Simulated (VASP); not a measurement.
# InSb (zincblende type) (F-43m) in VASP: further runs, part 2 of 2

VASP 6.6.1. The steps go on from the part before.

## Step 3: Single point, LDA

This run uses another cell than the first one, of 33.54 Å³/atom, 1.064 times its volume.

INCAR reads:

```
  PREC = Accurate
  ENCUT = 520
  EDIFF = 1E-6
  ISMEAR = -1
  SIGMA = 0.1
  LREAL = False
  LASPH = True
  NELM = 80
  ALGO = Normal
  ISIF = 2
  LWAVE = False
  LCHARG = False
  NBANDS = 16
```

KPOINTS reads:

```
regular mesh
0
Gamma
  11 11 11
```

POSCAR reads:

```
InSb
1.0
    0.0000000000      3.2249436053      3.2249436053
    3.2249436053      0.0000000000      3.2249436053
    3.2249436053      3.2249436053      0.0000000000
In Sb
1 1
Direct
    0.0000000000      0.0000000000      0.0000000000
    0.2500000000      0.2500000000      0.2500000000
```

Potentials or basis: VASP PAW LDA potentials, release 64 (In_d, Sb).

The run is started by

```console
cat potpaw_LDA.64/In_d/POTCAR potpaw_LDA.64/Sb/POTCAR > POTCAR
mpirun -np 1 vasp_std > vasp.out
```

Run time: 48 s. Hardware: 1 thread of Intel Xeon 6975P-C (Granite Rapids), shared host; peak memory 0.21 GiB.

It converged, with:

```
Free energy            : -8.2169 eV
Pressure               : 0.1 GPa
Band gap on the k mesh : zero (filled and empty bands touch)
```

Levels at points of the mesh, in eV from the Fermi level:
| k point | band 5 | band 6 | band 7 | band 8 | band 9 | band 10 | band 11 | band 12 | band 13 | band 14 |
| --- | --- | --- | --- | --- | --- | --- | --- | --- | --- | --- |
| (0.00, 0.00, 0.00) | -14.68 | -11.05 | -0.48 | -0.19 | -0.19 | -0.19 | 2.72 | 2.72 | 2.72 | 5.36 |

Caveat: spin-orbit coupling is left out, which moves the levels of the heavy elements.

## Step 4: Single point, LDA

This run uses another cell than the first one, of 33.54 Å³/atom, 1.064 times its volume.

INCAR reads:

```
PREC = Accurate
ENCUT = 520
EDIFF = 1E-6
ISMEAR = -1
SIGMA = 0.1
LREAL = False
LASPH = True
NELM = 80
ALGO = Normal
ISIF = 2
LWAVE = False
LCHARG = True
GGA = CA
LELF = True
LVHAR = True
NBANDS = 16
```

KPOINTS reads:

```
Automatic mesh
0
Gamma
  11 11 11
```

POSCAR is that of step 3.

Potentials or basis: VASP PAW LDA potentials, release 64 (In_d, Sb).

The run is started by

```console
cat potpaw_LDA.64/In_d/POTCAR potpaw_LDA.64/Sb/POTCAR > POTCAR
mpirun -np 1 vasp_std > vasp.out
```

OUTCAR:

```text
PREC = Accurate
   ENCUT = 520
   EDIFF = 1E-6
   ISMEAR = -1
   LREAL = False
   LASPH = True
   NELM = 80
   ISIF = 2
   GGA = CA

 ion  position               nearest neighbor table
   1  0.000  0.000  0.000-   2 2.79   2 2.79   2 2.79   2 2.79
   2  0.250  0.250  0.250-   1 2.79   1 2.79   1 2.79   1 2.79

  LATTYP: Found a face centered cubic cell.
 ALAT       =     6.4498872106

  Lattice vectors:

 A1 = (   0.0000000000,   3.2249436053,   3.2249436053)
[... 641 lines left out ...]

------------------------ aborting loop because EDIFF is reached ----------------------------------------

  FORCE on cell =-STRESS in cart. coord.  units (eV):
  Direction    XX          YY          ZZ          XY          YZ          ZX
  --------------------------------------------------------------------------------------
  -------------------------------------------------------------------------------------
  Total        0.0371510      0.0371510      0.0371510     -0.0000000     -0.0000000     -0.0000000
  in kB        0.8873282      0.8873282      0.8873282     -0.0000000     -0.0000000     -0.0000000
  external PRESSURE =       0.8873282 kB  Pullay stress =       0.0000000 kB

 VOLUME and BASIS-vectors are now :
 -----------------------------------------------------------------------------
  energy-cutoff  :      520.00
  volume of cell :       67.08
      direct lattice vectors                 reciprocal lattice vectors
     0.000000000  3.224943605  3.224943605    -0.155041471  0.155041471  0.155041471
     3.224943605  0.000000000  3.224943605     0.155041471 -0.155041471  0.155041471
     3.224943605  3.224943605  0.000000000     0.155041471  0.155041471 -0.155041471

 POSITION                                       TOTAL-FORCE (eV/Angst)
 -----------------------------------------------------------------------------------
      0.00000      0.00000      0.00000         0.000000      0.000000     -0.000000
      1.61247      1.61247      1.61247        -0.000000     -0.000000      0.000000
 -----------------------------------------------------------------------------------
    total drift:                               -0.000000     -0.000000     -0.000000

  FREE ENERGIE OF THE ION-ELECTRON SYSTEM (eV)
  ---------------------------------------------------
  free  energy   TOTEN  =        -8.2169057338 eV

  energy  without entropy=       -8.2152472361  energy(sigma->0) =       -8.21607648
```

OSZICAR:

```text
N       E                     dE             d eps       ncg     rms          rms(c)
DAV:   1     0.111519713350E+03    0.11152E+03   -0.79477E+03  1800   0.113E+03
DAV:   2    -0.115770010373E+01   -0.11268E+03   -0.10915E+03  2104   0.278E+02
DAV:   3    -0.816353608586E+01   -0.70058E+01   -0.69797E+01  2288   0.712E+01
DAV:   4    -0.836680026072E+01   -0.20326E+00   -0.20323E+00  2256   0.141E+01
DAV:   5    -0.837752334925E+01   -0.10723E-01   -0.10723E-01  2720   0.260E+00    0.441E+00
DAV:   6    -0.824967169088E+01    0.12785E+00   -0.15305E-01  2592   0.616E+00    0.249E+00
DAV:   7    -0.821853796314E+01    0.31134E-01   -0.68107E-02  2552   0.242E+00    0.544E-01
DAV:   8    -0.821683058238E+01    0.17074E-02   -0.70708E-03  2352   0.985E-01    0.311E-01
DAV:   9    -0.821692023239E+01   -0.89650E-04   -0.67075E-04  2272   0.231E-01    0.871E-02
DAV:  10    -0.821690214464E+01    0.18088E-04   -0.43046E-05  2120   0.481E-02    0.335E-02
DAV:  11    -0.821690591004E+01   -0.37654E-05   -0.99443E-06  2176   0.404E-02    0.224E-02
DAV:  12    -0.821690573377E+01    0.17627E-06   -0.60724E-07  1648   0.940E-03
   1 F= -.82169057E+01 E0= -.82160765E+01  d E =-.165850E-02
```

It took 53 s on 1 thread of Intel Xeon 6975P-C (Granite Rapids), shared host; peak memory 0.21 GiB.

Results:

- Free energy: -8.2169 eV
- Pressure: 0.1 GPa
- Band gap on the k mesh: zero (filled and empty bands touch)

Levels at points of the mesh, in eV from the Fermi level:
```tsv
k point	band 6	band 7	band 8	band 9	band 10	band 11	band 12	band 13
(0.00, 0.00, 0.00)	-11.05	-0.48	-0.19	-0.19	-0.19	2.72	2.72	2.72
```

Caveat: spin-orbit coupling is left out, which moves the levels of the heavy elements.
